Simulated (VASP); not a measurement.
# Pt (P6_3/mmc) in VASP: a series of runs

Pt is run at these levels: LDA; tasks: single point.

Program: VASP 6.6.1. These are calculated values, not measurements. Logs are shortened: lines on timing, memory, paths and dates and some standing lists are left out, and cuts for length are marked.

### 1 The cell of the first run

The structure is hexagonal, space group P6_3/mmc (No. 194). The conventional cell has a = 2.667 Å, b = 2.667 Å, c = 4.605 Å, α = 90.00°, β = 90.00°, γ = 120.00°. Within 3.5 Å of Pt (site symmetry -6m2) lie 12 Pt at 2.67 to 2.77 Å.

### 2 Single point, LDA

Contents of INCAR:

```
  ALGO = Fast
  EDIFF = 1E-6
  ENCUT = 520
  GGA = CA
  ISIF = 2
  ISMEAR = 0
  LASPH = True
  LCHARG = True
  LELF = True
  LREAL = False
  LVHAR = True
  LWAVE = False
  NBANDS = 17
  NELM = 60
  PREC = Accurate
  SIGMA = 0.15
```

Contents of KPOINTS:

```
k-points
0
Gamma
  21 21 10
```

Contents of POSCAR:

```
Pt
1.0
    2.6670688980      0.0000000000      0.0000000000
   -1.3335344490      2.3097494193      0.0000000000
    0.0000000000      0.0000000000      4.6053244732
Pt
2
Direct
    0.6666666667      0.3333333333      0.7500000000
    0.3333333333      0.6666666667      0.2500000000
```

Potentials or basis: VASP PAW LDA potentials, release 64 (Pt).

The run is started by

```
cat potpaw_LDA.64/Pt/POTCAR > POTCAR
mpirun -np 1 vasp_std > vasp.out
```

OUTCAR:

```text
EDIFF = 1E-6
   ENCUT = 520
   GGA = CA
   ISIF = 2
   ISMEAR = 0
   LASPH = True
   LREAL = False
   NELM = 60
   PREC = Accurate

 ion  position               nearest neighbor table
   1  0.667  0.333  0.750-   2 2.77   2 2.77   2 2.77   2 2.77   2 2.77   2 2.77
   2  0.333  0.667  0.250-   1 2.77   1 2.77   1 2.77   1 2.77   1 2.77   1 2.77

  LATTYP: Found a hexagonal cell.
 ALAT       =     2.6670688980
 C/A-ratio  =     1.7267362222

  Lattice vectors:

 A1 = (   2.6670688980,   0.0000000000,   0.0000000000)
 A2 = (  -1.3335344490,   2.3097494193,   0.0000000000)
 A3 = (   0.0000000000,   0.0000000000,   4.6053244732)

Analysis of symmetry for initial positions (statically):
=====================================================================
 Subroutine PRICEL returns:
 Original cell was already a primitive cell.

 Routine SETGRP: Setting up the symmetry group for a
 hexagonal supercell.

 Subroutine GETGRP returns: Found 24 space group operations
 (whereof 12 operations were pure point group operations)
 out of a pool of 24 trial point group operations.

The static configuration has the point symmetry D_3d.
 The point group associated with its full space group is D_6h.

Analysis of symmetry for dynamics (positions and initial velocities):
=====================================================================
 Subroutine PRICEL returns:
 Original cell was already a primitive cell.

 Routine SETGRP: Setting up the symmetry group for a
 hexagonal supercell.

 Subroutine GETGRP returns: Found 24 space group operations
 (whereof 12 operations were pure point group operations)
 out of a pool of 24 trial point group operations.

The dynamic configuration has the point symmetry D_3d.
 The point group associated with its full space group is D_6h.

 Subroutine INISYM returns: Found 24 space group operations
 (whereof 12 operations are pure point group operations),
 and found     1 'primitive' translations

----------------------------------------------------------------------------------------

                                     Primitive cell

  volume of cell :      28.3700

  direct lattice vectors                    reciprocal lattice vectors
     2.667068898  0.000000000  0.000000000     0.374943445  0.216473699  0.000000000
    -1.333534449  2.309749419  0.000000000     0.000000000  0.432947398  0.000000000
     0.000000000  0.000000000  4.605324473     0.000000000  0.000000000  0.217139966

  length of vectors
     2.667068898  2.667068898  4.605324473     0.432947398  0.432947398  0.217139966

  position of ions in fractional coordinates (direct lattice)
     0.666666667  0.333333333  0.750000000
     0.333333333  0.666666667  0.250000000

  ion indices of the primitive-cell ions
   primitive index   ion index
                 1           1
                 2           2

----------------------------------------------------------------------------------------

 KPOINTS: k-points

Automatic generation of k-mesh.
 Grid dimensions read from file:
 generate k-points for:   21   21   10

 Generating k-lattice:

  Cartesian coordinates                     Fractional coordinates (reciprocal lattice)
     0.017854450  0.010308271  0.000000000     0.047619048  0.000000000  0.000000000
     0.000000000  0.020616543  0.000000000     0.000000000  0.047619048  0.000000000
     0.000000000  0.000000000  0.021713997     0.000000000  0.000000000  0.100000000

  Length of vectors
     0.020616543  0.020616543  0.021713997

  Shift w.r.t. Gamma in fractional coordinates (k-lattice)
     0.000000000  0.000000000  0.000000000

 Subroutine IBZKPT returns following result:
 ===========================================

 Found    288 irreducible k-points:

 Following reciprocal coordinates:
            Coordinates               Weight
  0.000000  0.000000  0.000000      1.000000
  0.047619  0.000000  0.000000      6.000000
  0.095238  0.000000  0.000000      6.000000
  0.142857  0.000000  0.000000      6.000000
  0.190476  0.000000  0.000000      6.000000
  0.238095  0.000000  0.000000      6.000000
[... 16 lines left out ...]
  0.142857  0.095238  0.000000     12.000000
  0.190476  0.095238  0.000000     12.000000
 [... further k-points ...]
   k-points           NKPTS =    288   k-points in BZ     NKDIM =    288   number of bands    NBANDS=     17
   number of dos      NEDOS =    301   number of ions     NIONS =      2
   total plane-waves  NPLWV =  14400
   dimension x,y,z NGX =    20 NGY =   20 NGZ =   36
   dimension x,y,z NGXF=    40 NGYF=   40 NGZF=   72
   ions per type =               2
   NGX,Y,Z   is equivalent  to a cutoff of  12.47, 12.47, 13.00 a.u.
   NGXF,Y,Z  is equivalent  to a cutoff of  24.93, 24.93, 25.99 a.u.
 SYSTEM =  unknown system
   PREC   = accura    normal or accurate (medium, high low for compatibility)
   ISTART =      0    job   : 0-new  1-cont  2-samecut
   ICHARG =      2    charge: 1-file 2-atom 10-const
   ISPIN  =      1    spin polarized calculation?
   LNONCOLLINEAR =      F non collinear calculations
   LSORBIT =      F    spin-orbit coupling
   LASPH  =      T    aspherical Exc in radial PAW
   ENCUT  =  520.0 eV  38.22 Ry    6.18 a.u.   4.96  4.96  8.56*2*pi/ulx,y,z
   NELM   =     60;   NELMIN=  2; NELMDL= -5     # of ELM steps
   EDIFF  = 0.1E-05   stopping-criterion for ELM
   LREAL  =      F    real-space projection
   EDIFFG = 0.1E-04   stopping-criterion for IOM
   NSW    =      0    number of steps for IOM
   IBRION =     -1    ionic relax: 0-MD 1-quasi-New 2-CG
   NFREE  =      0    steps in history (QN), initial steepest desc. (CG)
   ISIF   =      2    stress and relaxation
   ISYM   =      2    0-nonsym 1-usesym 2-fastsym
   POTIM  = 0.5000    time-step for ionic-motion
   TEBEG  =    0.0;   TEEND  =   0.0 temperature during run
   PSTRESS=    0.0 pullay stress
   NELECT =      20.0000    total number of electrons
   NUPDOWN=      -1.0000    fix difference up-down
   EMIN   =  10.00;   EMAX   =-10.00  energy-range for DOS
   EFERMI =   0.00;   METHOD = LEGACY
   ISMEAR =     0;   SIGMA  =   0.15  broadening in eV -4-tet -1-fermi 0-gaus
   EFERMI_NEDOS =   21; number of points for ismear=-14 and -15
   IALGO  =     68    algorithm
   IMIX   =      4    mixing-type and parameters
     AMIX     =   0.40;   BMIX     =  1.00
     AMIX_MAG =   1.60;   BMIX_MAG =  1.00
  volume/ion in A,a.u.               =      14.19        95.73
  Fermi-wavevector in a.u.,A,eV,Ry     =   1.457018  2.753366 28.883846  2.122903
  Thomas-Fermi vector in A             =   2.573869
   LORBIT       =      0    0 simple, 1 ext, 2 COOP (PROOUT), +10 PAW based schemes
   GGA     = CA    functional components
   LHFCALC =     F    Hartree Fock is set to
   AEXX    =    0.0000 exact exchange contribution
   IVDW    =     0    specifies the selected vdW correction
   LEPSILON=     F    determine dielectric tensor
   LRPA    =     F    only Hartree local field effects (RPA)
 non-spin polarized calculation
 RMM-DIIS sequential band-by-band and
 Gauss-broadening in eV      SIGMA  =   0.15
  energy-cutoff  :      520.00
  volume of cell :       28.37
 maximum number of plane-waves:       783
 NGX is ok and might be reduce to    20
   NGX =  9   NGY =  9   NGZ = 17

 number of electron      19.9999999 magnetization

 Free energy of the ion-electron system (eV)
  ---------------------------------------------------
  ext. energy  EPLUGINS =         0.00000000
  ---------------------------------------------------
  free energy    TOTEN  =       -14.82724756 eV

  energy without entropy =      -14.78885270  energy(sigma->0) =      -14.80805013

 E-fermi :  12.3473     XC(G=0): -14.0408

 val. band max:       12.3465413522   @ k =   0.2381   0.0000   0.0000
 cond. band min:      12.3493593025   @ k =   0.2857   0.2857   0.2000
 fundamental gap:      0.0028179503
 Fermi energy:        12.3472545506

 k-point     1 :       0.0000    0.0000    0.0000
  band No.  band energies     occupation
      1       1.4205      2.00000
      2       4.1548      2.00000
      3       7.6718      2.00000
      4       8.2596      2.00000
      5       8.2596      2.00000
      6       8.7117      2.00000
[... 9 lines left out ...]
     16      29.5824      0.00000
     17      34.4320      0.00000

 k-point     2 :       0.0476    0.0000    0.0000
  band No.  band energies     occupation
      1       1.5122      2.00000
      2       4.2406      2.00000
      3       7.6631      2.00000
      4       8.2523      2.00000
      5       8.3334      2.00000
      6       8.6611      2.00000
[... 9 lines left out ...]
     16      29.7384      0.00000
     17      33.9767      0.00000

 k-point     3 :       0.0952    0.0000    0.0000
  band No.  band energies     occupation
      1       1.7818      2.00000
      2       4.4867      2.00000
      3       7.5945      2.00000
      4       8.2730      2.00000
      5       8.5412      2.00000
      6       8.5520      2.00000
[... 9 lines left out ...]
     16      30.1382      0.00000
     17      32.6865      0.00000

 k-point     4 :       0.1429    0.0000    0.0000
  band No.  band energies     occupation
      1       2.2117      2.00000
      2       4.8518      2.00000
      3       7.4418      2.00000
      4       8.2046      2.00000
      5       8.5905      2.00000
      6       8.7235      2.00000
[... 9 lines left out ...]
     16      30.3799      0.00000
     17      31.5530      0.00000
[... 343 lines left out ...]
      1       2.4635      2.00000
      2       5.0707      2.00000
      3       7.3007      2.00000
      4       8.2196      2.00000
      5       8.4378      2.00000
      6       8.5000      2.00000
[... 9 lines left out ...]
     16      29.6281      0.00000
     17      30.8879      0.00000

 k-point    23 :       0.1429    0.0952    0.0000
  band No.  band energies     occupation
      1       3.0122      2.00000
      2       5.4727      2.00000
      3       7.0969      2.00000
      4       7.8172      2.00000
      5       8.0248      2.00000
      6       8.7611      2.00000
[... 9 lines left out ...]
     16      29.7161      0.00000
     17      30.3559      0.00000

 k-point    24 :       0.1905    0.0952    0.0000
  band No.  band energies     occupation
      1       3.6391      2.00000
      2       5.7441      2.00000
      3       7.0516      2.00000
      4       7.2375      2.00000
      5       7.8830      2.00000
      6       8.7423      2.00000
[... 9 lines left out ...]
     16      28.9266      0.00000
     17      30.8819      0.00000

 [... further k-points ...]

------------------------ aborting loop because EDIFF is reached ----------------------------------------

  FORCE on cell =-STRESS in cart. coord.  units (eV):
  Direction    XX          YY          ZZ          XY          YZ          ZX
  --------------------------------------------------------------------------------------
  -------------------------------------------------------------------------------------
  Total        3.1674222      3.1674222      2.6068572      0.0000000      0.0000000      0.0000000
  in kB      178.8781120    178.8781120    147.2205683      0.0000000      0.0000000      0.0000000
  external PRESSURE =     168.3255975 kB  Pullay stress =       0.0000000 kB

 VOLUME and BASIS-vectors are now :
 -----------------------------------------------------------------------------
  energy-cutoff  :      520.00
  volume of cell :       28.37
      direct lattice vectors                 reciprocal lattice vectors
     2.667068898  0.000000000  0.000000000     0.374943445  0.216473699  0.000000000
    -1.333534449  2.309749419  0.000000000     0.000000000  0.432947398  0.000000000
     0.000000000  0.000000000  4.605324473     0.000000000  0.000000000  0.217139966

 POSITION                                       TOTAL-FORCE (eV/Angst)
 -----------------------------------------------------------------------------------
      1.33353      0.76992      3.45399        -0.000000      0.000000      0.000000
     -0.00000      1.53983      1.15133         0.000000     -0.000000      0.000000
 -----------------------------------------------------------------------------------
    total drift:                               -0.000000      0.000000     -0.000000

  FREE ENERGIE OF THE ION-ELECTRON SYSTEM (eV)
  ---------------------------------------------------
  free  energy   TOTEN  =       -14.8272475568 eV

  energy  without entropy=      -14.7888526982  energy(sigma->0) =      -14.80805013
```

It took 94 s on 1 thread of Intel Xeon Platinum 8375C at 2.90GHz (Ice Lake), shared host; peak memory 0.22 GiB.

Results:

```
Free energy            : -14.8272 eV
Pressure               : 16.8 GPa
Band gap on the k mesh : zero (band 10 reaches 12.91 eV, above the bottom of band 11 at 11.41 eV)
```

Caveat: spin-orbit coupling is left out, which moves the levels of the heavy elements.

### 3 Single point, LDA

This run uses another cell than the first one, of 14.85 Å³/atom, 1.047 times its volume.

Contents of INCAR:

```
SYSTEM = Pt
PREC = Accurate
ENCUT = 520
EDIFF = 1E-6
ISMEAR = 0
SIGMA = 0.15
LREAL = .FALSE.
LASPH = .TRUE.
NELM = 80
ALGO = Fast
ISIF = 2
LWAVE = .FALSE.
LCHARG = .TRUE.
GGA = CA
LELF = .TRUE.
LVHAR = .TRUE.
NBANDS = 17
```

Contents of KPOINTS:

```
Automatic mesh
0
G
  21 21 10
  0 0 0
```

Contents of POSCAR:

```
Pt
1.0
    2.7082945876      0.0000000000      0.0000000000
   -1.3541472938      2.3454519138      0.0000000000
    0.0000000000      0.0000000000      4.6765103647
Pt
2
Direct
    0.6666666667      0.3333333333      0.7500000000
    0.3333333333      0.6666666667      0.2500000000
```

Potentials or basis: VASP PAW LDA potentials, release 64 (Pt).

The run is started by

```
cat potpaw_LDA.64/Pt/POTCAR > POTCAR
mpirun -np 1 vasp_std > vasp.out
```

It took 84 s on 1 thread of Intel Xeon Platinum 8375C at 2.90GHz (Ice Lake), shared host; peak memory 0.22 GiB.

The run converged. Its results:

- Free energy: -14.8994 eV
- Pressure: 0.9 GPa
- Band gap on the k mesh: zero (band 10 reaches 11.92 eV, above the bottom of band 11 at 10.54 eV)

Stress tensor (GPa, compression positive):
```
1.32 0.00 0.00
0.00 1.32 0.00
0.00 0.00 0.11
```

Levels at points of the mesh, in eV from the Fermi level:
| k point | band 7 | band 8 | band 9 | band 10 | band 11 | band 12 | band 13 | band 14 |
| --- | --- | --- | --- | --- | --- | --- | --- | --- |
| (0.00, 0.00, 0.00) | -3.38 | -2.03 | -2.03 | -0.97 | -0.24 | -0.24 | 5.14 | 14.96 |
| (0.00, 0.00, 0.50) | -3.79 | -3.79 | -0.87 | -0.87 | -0.87 | -0.87 | 12.44 | 12.44 |

Caveat: spin-orbit coupling is left out, which moves the levels of the heavy elements.

### 4 Single point, LDA

This run uses another cell than the first one, of 15.52 Å³/atom, 1.094 times its volume.

Contents of INCAR:

```
ALGO = Fast
EDIFF = 1E-6
ENCUT = 520
ISIF = 2
ISMEAR = 0
LASPH = T
LCHARG = F
LREAL = F
LWAVE = F
NBANDS = 17
NELM = 80
PREC = Accurate
SIGMA = 0.15
```

Contents of KPOINTS:

```
k-points
0
Gamma
  21 21 10
```

Contents of POSCAR:

```
Pt
1.0
    2.7483013709      0.0000000000      0.0000000000
   -1.3741506854      2.3800988044      0.0000000000
    0.0000000000      0.0000000000      4.7455915265
Pt
2
Direct
    0.6666666667      0.3333333333      0.7500000000
    0.3333333333      0.6666666667      0.2500000000
```

The run is started by

```
cat potpaw_LDA.64/Pt/POTCAR > POTCAR
mpirun -np 1 vasp_std > vasp.out
```

Run time: 71 s. Hardware: 1 thread of Intel Xeon Platinum 8375C at 2.90GHz (Ice Lake), shared host; peak memory 0.22 GiB.

The run converged. Its results:

```yaml
Free_energy: -14.8560 eV
Pressure: -11.0 GPa
Band_gap_on_the_k_mesh: zero (band 10 reaches 11.03 eV, above the bottom of band 11 at 9.75 eV)
```

Stress tensor (GPa, compression positive):
```
-11.12   0.00   0.00
  0.00 -11.12   0.00
  0.00   0.00 -10.81
```

Levels at points of the mesh, in eV from the Fermi level:
| k point | band 8 | band 9 | band 10 | band 11 | band 12 | band 13 |
| --- | --- | --- | --- | --- | --- | --- |
| (0.00, 0.00, 0.00) | -1.88 | -1.88 | -0.77 | -0.22 | -0.22 | 4.84 |
| (0.00, 0.00, 0.50) | -3.53 | -0.82 | -0.82 | -0.82 | -0.82 | 12.14 |

Caveat: spin-orbit coupling is left out, which moves the levels of the heavy elements.

### 5 Single point, LDA

This run uses another cell than the first one, of 16.19 Å³/atom, 1.141 times its volume.

Contents of INCAR:

```
  PREC = Accurate
  ENCUT = 520
  EDIFF = 1E-6
  ISMEAR = 0
  SIGMA = 0.15
  LREAL = F
  LASPH = T
  NELM = 80
  ALGO = Fast
  ISIF = 2
  LWAVE = F
  LCHARG = F
  NBANDS = 17
```

Contents of KPOINTS:

```
Automatic mesh
0
Gamma
  21 21 10
```

Contents of POSCAR:

```
Pt
1.0
    2.7872338290      0.0000000000      0.0000000000
   -1.3936169145      2.4138153022      0.0000000000
    0.0000000000      0.0000000000      4.8128176121
Pt
2
Direct
    0.6666666667      0.3333333333      0.7500000000
    0.3333333333      0.6666666667      0.2500000000
```

The run is started by

```
cat potpaw_LDA.64/Pt/POTCAR > POTCAR
mpirun -np 1 vasp_std > vasp.out
```

Wall time 72 s (1 thread of Intel Xeon Platinum 8375C at 2.90GHz (Ice Lake), shared host); peak memory 0.24 GiB.

It converged, with:

```yaml
Free_energy: -14.7256 eV
Pressure: -20.0 GPa
Band_gap_on_the_k_mesh: zero (band 10 reaches 10.21 eV, above the bottom of band 11 at 9.02 eV)
```

Stress tensor (GPa, compression positive):
```
-20.47   0.00   0.00
  0.00 -20.47   0.00
  0.00   0.00 -19.02
```

Levels at points of the mesh, in eV from the Fermi level:
```csv
k point,band 6,band 7,band 8,band 9,band 10,band 11,band 12,band 13,band 14,band 15
"(0.00, 0.00, 0.00)",-2.94,-2.94,-1.75,-1.75,-0.58,-0.20,-0.20,4.57,15.13,15.75
"(0.00, 0.00, 0.50)",-3.29,-3.29,-3.29,-0.76,-0.76,-0.76,-0.76,11.84,11.84,15.51
```

Caveat: spin-orbit coupling is left out, which moves the levels of the heavy elements.

[end of part 1 of 2]
